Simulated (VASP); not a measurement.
# Be3As2 (P-3m1) in VASP: notebook, part 2 of 2

VASP 6.6.1. Earlier steps stand in the parts before.

## 3. Relaxation of cell and atoms, PBE

This run uses another cell than the first one, of 14.51 Å³/atom, 1.053 times its volume.

Contents of INCAR:

```
SYSTEM = Be3As2
ALGO     = Normal         ! electronic algorithm
EDIFF    = 1E-6           ! SCF threshold, eV
EDIFFG   = -0.04          ! ionic threshold
ENCUT    = 600            ! plane-wave cutoff, eV
GGA      = PE             ! functional
IBRION   = 2              ! ionic algorithm
ISIF     = 3              ! what is computed and relaxed
ISMEAR   = 0              ! smearing method
LASPH    = .True.         ! aspherical terms in the spheres
LCHARG   = .False.        ! write CHGCAR
LREAL    = .False.        ! projectors in reciprocal space
LWAVE    = .False.        ! write WAVECAR
NELM     = 100            ! most SCF steps
NSW      = 90             ! ionic steps
PREC     = Accurate       ! precision mode
SIGMA    = 0.1            ! smearing width, eV
```

Contents of KPOINTS:

```
k-points
0
Gamma
  6 6 2
  0 0 0
```

Contents of POSCAR:

```
Be3As2
1.0
    3.2456201300      0.0000000000      0.0000000000
   -1.6228100600      2.8107894800      0.0000000000
    0.0000000000      0.0000000000      7.9501132100
Be As
3 2
Direct
    0.6666666700      0.3333333300      0.8333333300
    0.0000000000      0.0000000000      0.5000000000
    0.3333333300      0.6666666700      0.1666666700
    0.3333333300      0.6666666700      0.6666666700
    0.6666666700      0.3333333300      0.3333333300
```

Potentials or basis: VASP PAW PBE potentials, release 64 (Be, As).

Command:

```console
> cat potpaw_PBE.64/Be/POTCAR potpaw_PBE.64/As/POTCAR > POTCAR
> mpirun -np 1 vasp_std > vasp.out
```

OUTCAR:

```text
SYSTEM = Be3As2
   EDIFF = 1E-6
   EDIFFG = -0.04
   ENCUT = 600
   GGA = PE
   IBRION = 2
   ISIF = 3
   ISMEAR = 0
   LASPH = .True.
   LREAL = .False.
   NELM = 100
   NSW = 90
   PREC = Accurate

 ion  position               nearest neighbor table
   1  0.667  0.333  0.833-   4 2.29   4 2.29   4 2.30
   2  0.000  0.000  0.500-   4 2.30   5 2.30   4 2.30   5 2.30   5 2.30   4 2.30
   3  0.333  0.667  0.167-   5 2.29   5 2.29   5 2.30
   4  0.333  0.667  0.667-   1 2.29   1 2.29   2 2.30   1 2.30   2 2.30   2 2.30
   5  0.667  0.333  0.333-   3 2.29   3 2.29   2 2.30   3 2.30   2 2.30   2 2.30

  LATTYP: Found a hexagonal cell.
 ALAT       =     3.2456201300
 C/A-ratio  =     2.4494897405

  Lattice vectors:

 A1 = (   3.2456201300,   0.0000000000,   0.0000000000)
 A2 = (  -1.6228100600,   2.8107894800,   0.0000000000)
 A3 = (   0.0000000000,   0.0000000000,   7.9501132100)

Analysis of symmetry for initial positions (statically):
[... 710 lines left out ...]
      5      -0.0096      2.00000
      6      -0.0028      2.00000
      7       3.7268      2.00000
      8       3.7268      2.00000
      9       7.4982      0.00000
     10       7.4982      0.00000
     11       7.6165      0.00000
     12       8.0420      0.00000

[... ionic steps 4 to 15 ...]

--------------------------------------- Ionic step       16  -------------------------------------------

 number of electron      15.9999999 magnetization

------------------------ aborting loop because EDIFF is reached ----------------------------------------
[... 73 lines left out ...]
--------------------------------------- Ionic step       18  -------------------------------------------

 number of electron      15.9999999 magnetization

 Free energy of the ion-electron system (eV)
  ---------------------------------------------------
  ext. energy  EPLUGINS =         0.00000000
  ---------------------------------------------------
  free energy    TOTEN  =       -20.30079307 eV

  energy without entropy =      -20.29329585  energy(sigma->0) =      -20.29704446

 E-fermi :   5.8770     XC(G=0): -10.1008

 val. band max:        5.8386059236   @ k =   0.1667   0.0000   0.0000
 cond. band min:       6.0090473997   @ k =   0.3333   0.1667   0.0000
 fundamental gap:      0.1704414761
 Fermi energy:         5.8769833740
[... 240 lines left out ...]
  FREE ENERGIE OF THE ION-ELECTRON SYSTEM (eV)
  ---------------------------------------------------
  free  energy   TOTEN  =       -20.3007930689 eV

  energy  without entropy=      -20.2932958517  energy(sigma->0) =      -20.29704446

 reached required accuracy - stopping structural energy minimisation
```

CONTCAR:

```text
Be3As2
   1.00000000000000
     3.6473907545574380    0.0000000005445212    0.0000000000000000
    -1.8236953711882067    3.1587330459597012    0.0000000000000000
     0.0000000000000000    0.0000000000000000    6.0050812892291745
  Be              As
     3     2
Direct
     0.6666666699999979    0.3333333300000021    0.8861135159934890
     0.0000000000000000    0.0000000000000000    0.5000000000000000
     0.3333333300000021    0.6666666699999979    0.1138864840065110
     0.3333333300000021    0.6666666699999979    0.7327920039746636
     0.6666666699999979    0.3333333300000021    0.2672079960253364

  0.00000000E+00  0.00000000E+00  0.00000000E+00
  0.00000000E+00  0.00000000E+00  0.00000000E+00
  0.00000000E+00  0.00000000E+00  0.00000000E+00
  0.00000000E+00  0.00000000E+00  0.00000000E+00
  0.00000000E+00  0.00000000E+00  0.00000000E+00
```

Wall time 2.7 min (1 thread of Intel Xeon Platinum 8488C (Sapphire Rapids), shared host); peak memory 0.23 GiB.

What came out:

```yaml
Free_energy: -20.3008 eV
Relaxed_volume: 13.84 Å³/atom
Relaxed_cell: a = 3.647 Å, b = 3.647 Å, c = 6.005 Å, α = 90.00°, β = 90.00°, γ = 120.00°
Space_group_after_relaxing_to_0.05_Å: P-3m1 (No. 164)
Energy_gained_by_relaxing: 536.3 meV/atom
Ionic_steps: 18
Pressure_after_relaxing: 0.0 GPa
Largest_force_after_relaxing: 0.016 eV/Å
Band_gap_on_the_k_mesh: zero (band 8 reaches 5.84 eV, above the bottom of band 9 at 5.07 eV)
```

Forces on the atoms (eV/Å):
```
Be   0.000  0.000  0.016
Be   0.000  0.000  0.000
Be   0.000  0.000 -0.016
As   0.000  0.000  0.016
As   0.000  0.000 -0.016
```

The path:
| step | energy change (eV) | largest force (eV/Å) | pressure (GPa) | volume (Å³) |
| --- | --- | --- | --- | --- |
| 1 | 0.0000 | 1.0680 | 6.99 | 72.53 |
| 2 | -0.4086 | 1.1422 | -1.53 | 79.28 |
| 3 | -0.4743 | 1.2238 | -4.54 | 82.60 |
| 4 | -0.8861 | 1.3267 | -3.93 | 81.48 |
| 5 | -2.0520 | 0.9727 | -4.29 | 76.40 |
| 6 | -2.1116 | 0.5819 | -3.40 | 73.80 |
| 7 | -2.1178 | 0.6996 | -3.95 | 74.88 |
| 8 | -2.2676 | 0.8400 | 4.18 | 68.15 |
| 9 | -2.2756 | 0.8311 | 2.47 | 69.26 |
| 10 | -2.3982 | 0.6219 | 1.61 | 69.96 |
| 11 | -2.4124 | 0.8148 | 1.45 | 70.23 |
| 12 | -2.5328 | 0.4750 | -2.71 | 72.86 |
| 13 | -2.5457 | 0.3234 | -4.13 | 73.89 |
| 14 | -2.6299 | 0.2190 | -3.01 | 72.21 |
| 15 | -2.6741 | 0.1836 | -1.47 | 70.24 |
| 16 | -2.6744 | 0.2125 | -1.35 | 70.06 |
| 17 | -2.6811 | 0.0171 | 0.22 | 69.05 |
| 18 | -2.6813 | 0.0165 | -0.01 | 69.19 |

Final structure:
```xyz
5
Lattice="3.6474 0.0000 0.0000 -1.8237 3.1587 0.0000 0.0000 0.0000 6.0051" Properties=species:S:1:pos:R:3 pbc="T T T"
Be    1.8237    1.0529    5.3212
Be    0.0000    0.0000    3.0025
Be    0.0000    2.1058    0.6839
As    0.0000    2.1058    4.4005
As    1.8237    1.0529    1.6046
```

Levels at points of the mesh, in eV from the Fermi level:
| k point | band 6 | band 7 | band 8 | band 9 | band 10 | band 11 |
| --- | --- | --- | --- | --- | --- | --- |
| (0.00, 0.00, 0.00) | -0.24 | -0.06 | -0.06 | 2.61 | 2.80 | 2.80 |
| (0.50, 0.00, 0.00) | -3.67 | -3.63 | -0.92 | 0.74 | 1.94 | 2.37 |
| (0.00, 0.00, 0.50) | -1.17 | -0.09 | -0.09 | 1.92 | 1.92 | 2.62 |
| (0.50, 0.00, 0.50) | -2.73 | -2.65 | -2.63 | 0.56 | 1.12 | 1.98 |

Caveat: the k points lie up to 0.52 Å⁻¹ apart in the final cell.

## 4. Relaxation of cell and atoms, PBE

Contents of INCAR:

```
ALGO = Fast
EDIFF = 1E-6
EDIFFG = -0.04
ENCUT = 600
GGA = PE
IBRION = 2
ISIF = 3
ISMEAR = 0
LASPH = True
LCHARG = False
LREAL = False
LWAVE = False
NELM = 80
NSW = 90
PREC = Accurate
SIGMA = 0.1
```

Contents of KPOINTS:

```
k-points
0
Gamma
  6 6 4
```

Contents of POSCAR:

```
Be3As2
1.0
    3.6391609245      0.0000000000      0.0000000000
   -1.8195804623      3.1516058091      0.0000000000
    0.0000000000      0.0000000000      6.0042922589
Be As
3 2
Direct
    0.6666666667      0.3333333333      0.8860081926
    0.0000000000      0.0000000000      0.5000000000
    0.3333333333      0.6666666667      0.1139918074
    0.3333333333      0.6666666667      0.7333219760
    0.6666666667      0.3333333333      0.2666780240
```

Command:

```console
> cat potpaw_PBE.64/Be/POTCAR potpaw_PBE.64/As/POTCAR > POTCAR
> mpirun -np 1 vasp_std > vasp.out
```

Run time: 32 s. Hardware: 1 thread of Intel Xeon Platinum 8488C (Sapphire Rapids), shared host; peak memory 0.2 GiB.

It converged, with:

```
Free energy                            : -20.3066 eV
Relaxed volume                         : 13.84 Å³/atom
Relaxed cell                           : a = 3.649 Å, b = 3.649 Å, c = 6.001 Å, α = 90.00°, β = 90.00°, γ = 120.00°
Space group after relaxing (to 0.05 Å) : P-3m1 (No. 164)
Energy gained by relaxing              : 0.2 meV/atom
Ionic steps                            : 2
Pressure after relaxing                : -0.1 GPa
Largest force after relaxing           : 0.024 eV/Å
Band gap on the k mesh                 : zero (band 8 reaches 5.84 eV, above the bottom of band 9 at 5.07 eV)
```

Forces on the atoms (eV/Å):
```
Be   0.000  0.000  0.024
Be   0.000  0.000  0.000
Be   0.000  0.000 -0.024
As   0.000  0.000 -0.020
As   0.000  0.000  0.020
```

Stress tensor (GPa, compression positive):
```
-0.02  0.00  0.00
 0.00 -0.02  0.00
 0.00  0.00 -0.18
```

The path:
```tsv
step	energy change (eV)	largest force (eV/Å)	pressure (GPa)	volume (Å³)
1	0.0000	0.0440	0.37	68.86
2	-0.0010	0.0238	-0.07	69.18
```

Final structure:
```xyz
5
Lattice="3.6486 0.0000 0.0000 -1.8243 3.1597 0.0000 0.0000 0.0000 6.0008" Properties=species:S:1:pos:R:3 pbc="T T T"
Be    1.8243    1.0532    5.3188
Be   -1.8243    3.1597    3.0004
Be    0.0000    2.1065    0.6819
As    0.0000    2.1065    4.3984
As    1.8243    1.0532    1.6024
```

Levels at points of the mesh, in eV from the Fermi level:
| k point | band 6 | band 7 | band 8 | band 9 | band 10 | band 11 |
| --- | --- | --- | --- | --- | --- | --- |
| (0.00, 0.00, 0.00) | -0.25 | -0.07 | -0.07 | 2.59 | 2.79 | 2.79 |
| (0.50, 0.00, 0.00) | -3.69 | -3.64 | -0.92 | 0.73 | 1.93 | 2.35 |
| (0.00, 0.00, 0.50) | -1.19 | -0.10 | -0.10 | 1.91 | 1.91 | 2.60 |
| (0.50, 0.00, 0.50) | -2.73 | -2.65 | -2.64 | 0.55 | 1.12 | 1.96 |

## 5. Summary

| task | cell | k mesh | cutoff (eV) | gap on the mesh (eV) | pressure (GPa) | relaxed volume (Å³/atom) | largest force (eV/Å) |
| --- | --- | --- | --- | --- | --- | --- | --- |
| single point | a = 3.644, b = 3.644, c = 5.988 Å, angles 90.0, 90.0, 120.0°, 5 atoms | 6 × 6 × 4 | 520 | none | 0.4 | - | 0.04 |
| relaxation of cell and atoms | relaxed from a = 3.246, b = 3.246, c = 7.950 Å, angles 90.0, 90.0, 120.0°, 5 atoms | 6 × 6 × 2 | 600 | none | 0.0 | 13.84 | 0.02 |
| relaxation of cell and atoms | relaxed from a = 3.639, b = 3.639, c = 6.004 Å, angles 90.0, 90.0, 120.0°, 5 atoms | 6 × 6 × 4 | 600 | none | -0.1 | 13.84 | 0.02 |

Alike in all rows: level PBE; potentials or basis VASP PAW PBE potentials, release 64 (Be, As); no spin polarisation; smearing gaussian 0.1 eV.

Caveats: some runs use coarse meshes.

Absolute energies hang on the potentials; compare differences alone.
